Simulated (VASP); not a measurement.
# RbBr in VASP: settings compared, part 2 of 2

VASP 6.6.1. Earlier steps stand in the parts before.

## Step 3: Single point, PBE (uniaxial z strain -1.6%)

Contents of INCAR:

```
  ALGO = Normal
  EDIFF = 1E-6
  ENCUT = 520
  GGA = PE
  ISIF = 2
  ISMEAR = -1
  LASPH = T
  LCHARG = F
  LREAL = F
  LWAVE = F
  NBANDS = 15
  NELM = 80
  PREC = Accurate
  SIGMA = 0.02
```

Contents of KPOINTS:

```
k-points
0
Gamma
  6 6 6
```

Contents of POSCAR:

```
RbBr
1.0
    4.1242532581      0.0000000000      0.0000000000
    0.0000000000      4.1242532581      0.0000000000
    0.0000000000      0.0000000000      4.0566155047
Rb Br
1 1
Direct
    0.0000000000      0.0000000000      0.0000000000
    0.5000000000      0.5000000000      0.5000000000
```

Potentials or basis: VASP PAW PBE potentials, release 64 (Rb_sv, Br).

Started as:

```sh
$ cat potpaw_PBE.64/Rb_sv/POTCAR potpaw_PBE.64/Br/POTCAR > POTCAR
$ mpirun -np 1 vasp_std > vasp.out
```

OUTCAR:

```text
EDIFF = 1E-6
   ENCUT = 520
   GGA = PE
   ISIF = 2
   ISMEAR = -1
   LASPH = T
   LREAL = F
   NELM = 80
   PREC = Accurate

 ion  position               nearest neighbor table
   1  0.000  0.000  0.000-   2 3.55   2 3.55   2 3.55   2 3.55   2 3.55   2 3.55   2 3.55   2 3.55

   2  0.500  0.500  0.500-   1 3.55   1 3.55   1 3.55   1 3.55   1 3.55   1 3.55   1 3.55   1 3.55

  LATTYP: Found a simple tetragonal cell.
 ALAT       =     4.1242532581
 C/A-ratio  =     0.9836000000

  Lattice vectors:

 A1 = (   4.1242532581,   0.0000000000,   0.0000000000)
 A2 = (   0.0000000000,   4.1242532581,   0.0000000000)
 A3 = (   0.0000000000,   0.0000000000,   4.0566155047)

Analysis of symmetry for initial positions (statically):
=====================================================================
 Subroutine PRICEL returns:
 Original cell was already a primitive cell.

 Routine SETGRP: Setting up the symmetry group for a
 simple tetragonal supercell.

 Subroutine GETGRP returns: Found 16 space group operations
 (whereof 16 operations were pure point group operations)
 out of a pool of 16 trial point group operations.

The static configuration has the point symmetry D_4h.

Analysis of symmetry for dynamics (positions and initial velocities):
=====================================================================
 Subroutine PRICEL returns:
 Original cell was already a primitive cell.

 Routine SETGRP: Setting up the symmetry group for a
 simple tetragonal supercell.

 Subroutine GETGRP returns: Found 16 space group operations
 (whereof 16 operations were pure point group operations)
 out of a pool of 16 trial point group operations.

The dynamic configuration has the point symmetry D_4h.

 Subroutine INISYM returns: Found 16 space group operations
 (whereof 16 operations are pure point group operations),
 and found     1 'primitive' translations

----------------------------------------------------------------------------------------

                                     Primitive cell

  volume of cell :      69.0009

  direct lattice vectors                    reciprocal lattice vectors
     4.124253258  0.000000000  0.000000000     0.242468136  0.000000000  0.000000000
     0.000000000  4.124253258  0.000000000     0.000000000  0.242468136  0.000000000
     0.000000000  0.000000000  4.056615505     0.000000000  0.000000000  0.246510915

  length of vectors
     4.124253258  4.124253258  4.056615505     0.242468136  0.242468136  0.246510915

  position of ions in fractional coordinates (direct lattice)
[... 8 lines left out ...]
----------------------------------------------------------------------------------------

 KPOINTS: k-points

Automatic generation of k-mesh.
 Grid dimensions read from file:
 generate k-points for:    6    6    6

 Generating k-lattice:

  Cartesian coordinates                     Fractional coordinates (reciprocal lattice)
     0.040411356  0.000000000  0.000000000     0.166666667  0.000000000  0.000000000
     0.000000000  0.040411356  0.000000000     0.000000000  0.166666667  0.000000000
     0.000000000  0.000000000  0.041085153     0.000000000  0.000000000  0.166666667

  Length of vectors
     0.040411356  0.040411356  0.041085153

  Shift w.r.t. Gamma in fractional coordinates (k-lattice)
     0.000000000  0.000000000  0.000000000

 Subroutine IBZKPT returns following result:
 ===========================================

 Found     40 irreducible k-points:

 Following reciprocal coordinates:
            Coordinates               Weight
  0.000000  0.000000  0.000000      1.000000
  0.166667  0.000000  0.000000      4.000000
  0.333333  0.000000  0.000000      4.000000
  0.500000  0.000000  0.000000      2.000000
  0.166667  0.166667  0.000000      4.000000
  0.333333  0.166667  0.000000      8.000000
[... 16 lines left out ...]
  0.333333  0.000000  0.333333      8.000000
  0.500000  0.000000  0.333333      4.000000
 [... further k-points ...]
   k-points           NKPTS =     40   k-points in BZ     NKDIM =     40   number of bands    NBANDS=     15
   number of dos      NEDOS =    301   number of ions     NIONS =      2
   total plane-waves  NPLWV =  30720
   dimension x,y,z NGX =    32 NGY =   32 NGZ =   30
   dimension x,y,z NGXF=    64 NGYF=   64 NGZF=   60
   ions per type =               1   1
   NGX,Y,Z   is equivalent  to a cutoff of  12.90, 12.90, 12.29 a.u.
   NGXF,Y,Z  is equivalent  to a cutoff of  25.80, 25.80, 24.59 a.u.
 SYSTEM =  unknown system
   PREC   = accura    normal or accurate (medium, high low for compatibility)
   ISTART =      0    job   : 0-new  1-cont  2-samecut
   ICHARG =      2    charge: 1-file 2-atom 10-const
   ISPIN  =      1    spin polarized calculation?
   LNONCOLLINEAR =      F non collinear calculations
   LSORBIT =      F    spin-orbit coupling
   LASPH  =      T    aspherical Exc in radial PAW
   ENCUT  =  520.0 eV  38.22 Ry    6.18 a.u.   7.67  7.67  7.54*2*pi/ulx,y,z
   NELM   =     80;   NELMIN=  2; NELMDL= -5     # of ELM steps
   EDIFF  = 0.1E-05   stopping-criterion for ELM
   LREAL  =      F    real-space projection
[... 7 lines left out ...]
   TEBEG  =    0.0;   TEEND  =   0.0 temperature during run
   PSTRESS=    0.0 pullay stress
   NELECT =      16.0000    total number of electrons
   NUPDOWN=      -1.0000    fix difference up-down
   EMIN   =  10.00;   EMAX   =-10.00  energy-range for DOS
   EFERMI =   0.00;   METHOD = LEGACY
   ISMEAR =    -1;   SIGMA  =   0.02  broadening in eV -4-tet -1-fermi 0-gaus
   EFERMI_NEDOS =   21; number of points for ismear=-14 and -15
   IALGO  =     38    algorithm
   IMIX   =      4    mixing-type and parameters
     AMIX     =   0.40;   BMIX     =  1.00
     AMIX_MAG =   1.60;   BMIX_MAG =  1.00
  volume/ion in A,a.u.               =      34.50       232.82
  Fermi-wavevector in a.u.,A,eV,Ry     =   1.005765  1.900621 13.763162  1.011564
  Thomas-Fermi vector in A             =   2.138465
   LORBIT       =      0    0 simple, 1 ext, 2 COOP (PROOUT), +10 PAW based schemes
   GGA     = PE    functional components
   LHFCALC =     F    Hartree Fock is set to
   AEXX    =    0.0000 exact exchange contribution
   IVDW    =     0    specifies the selected vdW correction
   LEPSILON=     F    determine dielectric tensor
   LRPA    =     F    only Hartree local field effects (RPA)
 non-spin polarized calculation
  energy-cutoff  :      520.00
  volume of cell :       69.00
 maximum number of plane-waves:      1874
 NGX is ok and might be reduce to    32
   NGX = 15   NGY = 15   NGZ = 15

 number of electron      16.0000002 magnetization

 Free energy of the ion-electron system (eV)
  ---------------------------------------------------
  ext. energy  EPLUGINS =         0.00000000
  ---------------------------------------------------
  free energy    TOTEN  =        -5.98676233 eV

  energy without entropy =       -5.98676233  energy(sigma->0) =       -5.98676233

 E-fermi :  -0.0365     XC(G=0):  -8.0056

 val. band max:       -0.5273973178   @ k =   0.5000   0.5000   0.0000
 cond. band min:       3.5617036982   @ k =   0.0000   0.0000   0.0000
 fundamental gap:      4.0891010159
 Fermi energy:        -0.0364567906

 k-point     1 :       0.0000    0.0000    0.0000
  band No.  band energies     occupation
      1     -25.6569      2.00000
      2     -13.2260      2.00000
      3      -9.6419      2.00000
      4      -9.6419      2.00000
      5      -9.6268      2.00000
      6      -0.7599      2.00000
      7      -0.7599      2.00000
      8      -0.6741      2.00000
      9       3.5617      0.00000
     10       4.9490      0.00000
     11       5.0145      0.00000
     12       9.3047      0.00000
     13       9.4498      0.00000
     14       9.4498      0.00000
     15      12.0324      0.00000
[... 397 lines left out ...]
 k-point    24 :       0.5000    0.0000    0.3333
  band No.  band energies     occupation
      1     -25.6187      2.00000
      2     -13.0769      2.00000
      3      -9.8952      2.00000
      4      -9.8908      2.00000
      5      -9.5627      2.00000
      6      -1.8164      2.00000
      7      -1.4758      2.00000
      8      -0.6684      2.00000
      9       5.1921      0.00000
     10       5.8670      0.00000
     11       7.6778      0.00000
     12       7.7622      0.00000
     13       8.6745      0.00000
     14       9.8366      0.00000
     15      10.9897      0.00000

 [... further k-points ...]

------------------------ aborting loop because EDIFF is reached ----------------------------------------

  FORCE on cell =-STRESS in cart. coord.  units (eV):
  Direction    XX          YY          ZZ          XY          YZ          ZX
  --------------------------------------------------------------------------------------
  -------------------------------------------------------------------------------------
  Total        0.4271248      0.4271248      0.6446367      0.0000000      0.0000000      0.0000000
  in kB        9.9176972      9.9176972     14.9682538      0.0000000      0.0000000      0.0000000
  external PRESSURE =      11.6012161 kB  Pullay stress =       0.0000000 kB

 VOLUME and BASIS-vectors are now :
 -----------------------------------------------------------------------------
  energy-cutoff  :      520.00
  volume of cell :       69.00
      direct lattice vectors                 reciprocal lattice vectors
     4.124253258  0.000000000  0.000000000     0.242468136  0.000000000  0.000000000
     0.000000000  4.124253258  0.000000000     0.000000000  0.242468136  0.000000000
     0.000000000  0.000000000  4.056615505     0.000000000  0.000000000  0.246510915

 POSITION                                       TOTAL-FORCE (eV/Angst)
 -----------------------------------------------------------------------------------
      0.00000      0.00000      0.00000         0.000000      0.000000      0.000000
      2.06213      2.06213      2.02831         0.000000      0.000000      0.000000
 -----------------------------------------------------------------------------------
    total drift:                                0.000000      0.000000     -0.000000

  FREE ENERGIE OF THE ION-ELECTRON SYSTEM (eV)
  ---------------------------------------------------
  free  energy   TOTEN  =        -5.9867623330 eV

  energy  without entropy=       -5.9867623330  energy(sigma->0) =       -5.98676233
```

OSZICAR:

```text
N       E                     dE             d eps       ncg     rms          rms(c)
DAV:   1     0.807995506668E+02    0.80800E+02   -0.69655E+03  1200   0.939E+02
DAV:   2    -0.117643678987E+01   -0.81976E+02   -0.76326E+02  1691   0.168E+02
DAV:   3    -0.609465133658E+01   -0.49182E+01   -0.48962E+01  1615   0.422E+01
DAV:   4    -0.621656657093E+01   -0.12192E+00   -0.12190E+00  1721   0.611E+00
DAV:   5    -0.621736005138E+01   -0.79348E-03   -0.79348E-03  1691   0.468E-01    0.269E+00
DAV:   6    -0.601665756895E+01    0.20070E+00   -0.17577E-01  1480   0.230E+00    0.182E+00
DAV:   7    -0.598379327680E+01    0.32864E-01   -0.10237E-01  1529   0.183E+00    0.919E-01
DAV:   8    -0.598676402847E+01   -0.29708E-02   -0.12968E-02  1427   0.690E-01    0.138E-01
DAV:   9    -0.598663636722E+01    0.12766E-03   -0.50630E-04  1627   0.126E-01    0.605E-02
DAV:  10    -0.598676139906E+01   -0.12503E-03   -0.23444E-04  1299   0.996E-02    0.110E-02
DAV:  11    -0.598676233303E+01   -0.93397E-06   -0.77912E-06  1687   0.184E-02
   1 F= -.59867623E+01 E0= -.59867623E+01  d E =-.138993E-12
```

It took 24 s on 1 thread of Intel Xeon Platinum 8375C at 2.90GHz (Ice Lake), shared host; peak memory 0.2 GiB.

Results:

| Item | Value |
| --- | --- |
| Free energy | -5.9868 eV |
| Pressure | 1.2 GPa |
| Band gap on the k mesh | 4.09 eV, indirect (least direct gap 4.24 eV) |

Caveat: the cell differs from its parent crystal (uniaxial z strain -1.6%).

## Step 4: Single point, PBE (uniaxial y strain +5.1%)

Contents of INCAR:

```
SYSTEM = RbBr
  PREC = Accurate
  ENCUT = 520
  EDIFF = 1E-6
  ISMEAR = -1
  SIGMA = 0.02
  LREAL = .FALSE.
  LASPH = .TRUE.
  NELM = 60
  ALGO = Normal
  ISIF = 2
  LWAVE = .FALSE.
  LCHARG = .FALSE.
  GGA = PE
  NBANDS = 15
```

Contents of KPOINTS:

```
Automatic mesh
0
G
  6 6 6
  0 0 0
```

Contents of POSCAR:

```
RbBr
1.0
    4.1242532581      0.0000000000      0.0000000000
    0.0000000000      4.3358274503      0.0000000000
    0.0000000000      0.0000000000      4.1242532581
Rb Br
1 1
Direct
    0.0000000000      0.0000000000      0.0000000000
    0.5000000000      0.5000000000      0.5000000000
```

Potentials or basis: VASP PAW PBE potentials, release 64 (Rb_sv, Br).

Started as:

```sh
$ cat potpaw_PBE.64/Rb_sv/POTCAR potpaw_PBE.64/Br/POTCAR > POTCAR
$ mpirun -np 1 vasp_std > vasp.out
```

OUTCAR:

```text
SYSTEM = RbBr
   PREC = Accurate
   ENCUT = 520
   EDIFF = 1E-6
   ISMEAR = -1
   LREAL = .FALSE.
   LASPH = .TRUE.
   NELM = 60
   ISIF = 2
   GGA = PE

 ion  position               nearest neighbor table
   1  0.000  0.000  0.000-   2 3.63   2 3.63   2 3.63   2 3.63   2 3.63   2 3.63   2 3.63   2 3.63

   2  0.500  0.500  0.500-   1 3.63   1 3.63   1 3.63   1 3.63   1 3.63   1 3.63   1 3.63   1 3.63

  LATTYP: Found a simple tetragonal cell.
 ALAT       =     4.1242532581
[... 623 lines left out ...]
------------------------ aborting loop because EDIFF is reached ----------------------------------------

  FORCE on cell =-STRESS in cart. coord.  units (eV):
  Direction    XX          YY          ZZ          XY          YZ          ZX
  --------------------------------------------------------------------------------------
  -------------------------------------------------------------------------------------
  Total        0.2437612     -0.4068848      0.2437612     -0.0000000      0.0000000      0.0000000
  in kB        5.2955670     -8.8393315      5.2955670     -0.0000000      0.0000000      0.0000000
  external PRESSURE =       0.5839342 kB  Pullay stress =       0.0000000 kB

 VOLUME and BASIS-vectors are now :
 -----------------------------------------------------------------------------
  energy-cutoff  :      520.00
  volume of cell :       73.75
      direct lattice vectors                 reciprocal lattice vectors
     4.124253258  0.000000000  0.000000000     0.242468136  0.000000000  0.000000000
     0.000000000  4.335827450  0.000000000     0.000000000  0.230636484  0.000000000
     0.000000000  0.000000000  4.124253258     0.000000000  0.000000000  0.242468136

 POSITION                                       TOTAL-FORCE (eV/Angst)
 -----------------------------------------------------------------------------------
      0.00000      0.00000      0.00000         0.000000      0.000000      0.000000
      2.06213      2.16791      2.06213         0.000000      0.000000      0.000000
 -----------------------------------------------------------------------------------
    total drift:                                0.000000      0.000000     -0.000000

  FREE ENERGIE OF THE ION-ELECTRON SYSTEM (eV)
  ---------------------------------------------------
  free  energy   TOTEN  =        -5.9943856233 eV

  energy  without entropy=       -5.9943856233  energy(sigma->0) =       -5.99438562
```

It took 26 s on 1 thread of Intel Xeon Platinum 8375C at 2.90GHz (Ice Lake), shared host; peak memory 0.2 GiB.

Results:

```yaml
Free_energy: -5.9944 eV
Pressure: 0.1 GPa
Band_gap_on_the_k_mesh: 3.82 eV, indirect (least direct gap 3.97 eV)
```

Levels at points of the mesh, in eV from the valence-band top:
```csv
k point,band 6,band 7,band 8,band 9,band 10,band 11
"(0.00, 0.00, 0.00)",-0.38,-0.14,-0.14,3.82,5.48,5.63
"(0.50, 0.00, 0.00)",-1.68,-0.44,-0.17,6.76,6.79,7.45
"(0.00, 0.50, 0.00)",-1.67,-0.22,-0.22,6.70,6.77,7.07
"(0.50, 0.50, 0.00)",-1.12,-1.02,0.00,5.15,6.20,7.92
"(0.50, 0.00, 0.50)",-1.07,-1.07,-0.20,5.31,5.86,7.55
"(0.50, 0.50, 0.50)",-1.32,-1.32,-1.25,7.88,8.04,8.04
```

Caveat: the cell differs from its parent crystal (uniaxial y strain +5.1%). A k mesh can miss the band edges.

## Step 5: Single point, r2SCAN (uniaxial z strain -1.6%)

Contents of POSCAR:

```
RbBr
1.0
    4.1242532581      0.0000000000      0.0000000000
    0.0000000000      4.1242532581      0.0000000000
    0.0000000000      0.0000000000      4.0566155047
Rb Br
1 1
Direct
    0.0000000000      0.0000000000      0.0000000000
    0.5000000000      0.5000000000      0.5000000000
```

Contents of INCAR.step1:

```
SYSTEM = RbBr
PREC     = Accurate       ! precision mode
ENCUT    = 520            ! plane-wave cutoff, eV
ISMEAR   = 0              ! smearing method
SIGMA    = 0.01           ! smearing width, eV
LREAL    = .False.        ! projectors in reciprocal space
LASPH    = .True.         ! aspherical terms in the spheres
NELM     = 100            ! most SCF steps
NBANDS   = 15             ! bands
GGA      = PE             ! functional
ALGO     = Normal         ! electronic algorithm
EDIFF    = 1E-4           ! SCF threshold, eV
LWAVE    = .True.         ! write WAVECAR
LCHARG   = .False.        ! write CHGCAR
```

Contents of INCAR.step2:

```
SYSTEM = RbBr
PREC     = Accurate       ! precision mode
ENCUT    = 520            ! plane-wave cutoff, eV
EDIFF    = 1E-6           ! SCF threshold, eV
ISMEAR   = 0              ! smearing method
SIGMA    = 0.01           ! smearing width, eV
LREAL    = .False.        ! projectors in reciprocal space
LASPH    = .True.         ! aspherical terms in the spheres
NELM     = 100            ! most SCF steps
ALGO     = Normal         ! electronic algorithm
ISIF     = 2              ! what is computed and relaxed
LWAVE    = .False.        ! write WAVECAR
LCHARG   = .False.        ! write CHGCAR
METAGGA  = R2SCAN         ! meta-GGA
LMIXTAU  = .True.       
NBANDS   = 15             ! bands
ISTART   = 1
```

Contents of KPOINTS:

```
Automatic mesh
0
Gamma
  6 6 6
  0 0 0
```

Started as:

```sh
$ cat potpaw_PBE.64/Rb_sv/POTCAR potpaw_PBE.64/Br/POTCAR > POTCAR
$ cp INCAR.step1 INCAR
$ mpirun -np 1 vasp_std > vasp.out
$ cp INCAR.step2 INCAR
$ mpirun -np 1 vasp_std > vasp.out
```

Wall time 43 s (1 thread of Intel Xeon 6975P-C (Granite Rapids), shared host); peak memory 0.19 GiB.

The run converged. Its results:

- Free energy: -31.1075 eV
- Pressure: 0.4 GPa
- Band gap on the k mesh: 4.85 eV, indirect (least direct gap 4.99 eV)

Stress tensor (GPa, compression positive):
```
0.20 0.00 0.00
0.00 0.20 0.00
0.00 0.00 0.72
```

Levels at points of the mesh, in eV from the valence-band top:
| k point | band 5 | band 6 | band 7 | band 8 | band 9 | band 10 | band 11 | band 12 |
| --- | --- | --- | --- | --- | --- | --- | --- | --- |
| (0.00, 0.00, 0.00) | -9.34 | -0.24 | -0.24 | -0.15 | 4.85 | 6.01 | 6.08 | 10.62 |
| (0.50, 0.00, 0.00) | -9.29 | -1.80 | -0.33 | -0.22 | 7.39 | 7.84 | 8.38 | 9.33 |
| (0.50, 0.50, 0.00) | -9.26 | -1.14 | -1.14 | 0.00 | 5.86 | 6.97 | 8.74 | 8.74 |
| (0.00, 0.00, 0.50) | -9.30 | -1.81 | -0.31 | -0.31 | 7.43 | 7.86 | 8.48 | 9.29 |
| (0.50, 0.00, 0.50) | -9.27 | -1.16 | -1.12 | -0.08 | 5.90 | 6.83 | 8.55 | 8.60 |
| (0.50, 0.50, 0.50) | -9.57 | -1.46 | -1.43 | -1.43 | 8.86 | 8.86 | 8.95 | 10.13 |

Caveat: the cell differs from its parent crystal (uniaxial z strain -1.6%); the PAW data sets were made with another functional, which shifts forces and pressure a little. A k mesh can miss the band edges.

## Step 6: Overview

```tsv
level	cell	smearing	gap on the mesh (eV)	pressure (GPa)
r2SCAN	a = 4.124 Å, 2 atoms	gaussian 0.01 eV	4.84	0.1
PBE	a = 4.124, b = 4.124, c = 4.057 Å, 2 atoms	fermi-dirac 0.02 eV	4.09	1.2
PBE	a = 4.124, b = 4.336 Å, 2 atoms	fermi-dirac 0.02 eV	3.82	0.1
r2SCAN	a = 4.124, b = 4.124, c = 4.057 Å, 2 atoms	gaussian 0.01 eV	4.85	0.4
```

Alike in all rows: task single point; potentials or basis VASP PAW PBE potentials, release 64 (Rb_sv, Br); no spin polarisation; k mesh 6 × 6 × 6; cutoff (eV) 520.

Caveats: the PAW data sets were made with another functional, which shifts forces and pressure a little (some runs).

Absolute energies hang on the potentials; compare differences alone.
